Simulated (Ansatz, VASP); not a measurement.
## One calculation of InSb, two programs

```
In Sb
1.0
     0.00000    3.27758    3.27758
     3.27758    0.00000    3.27758
     3.27758    3.27758    0.00000
In Sb
1 1
Direct
  0.00000 0.00000 0.00000
  0.25000 0.25000 0.25000
```

Change from the starting cell: volume scaled by 1, PAW files.

Alike in both runs: task single point; functional r2SCAN; k mesh 11 × 11 × 11; occupations fermi-dirac, width 0.1 eV; no spin polarisation.

|  | VASP | Ansatz |
| --- | --- | --- |
| version | VASP 6.6.1 | Ansatz 0.2.0 |
| potentials or method | VASP PAW PBE potentials, release 64 (In_d, Sb) | PAW with Ansatz's default frozen-core files, scalar-relativistic |
| plane-wave cutoff (eV) | 520 | 500 |
| valence electrons in the cell | 18 | 28 |

```csv
,VASP,Ansatz,Ansatz less VASP
pressure (GPa),0.0,0.0,+0.02
```

VASP's potentials were made for PBE, not for r2SCAN. With one functional, cell and mesh, what is left measures potentials, basis and numerics. VASP's potentials hold 18 valence electrons a cell and Ansatz's 28, so a difference there can come from the potentials and not from the codes.

Neither program's run includes spin-orbit coupling.
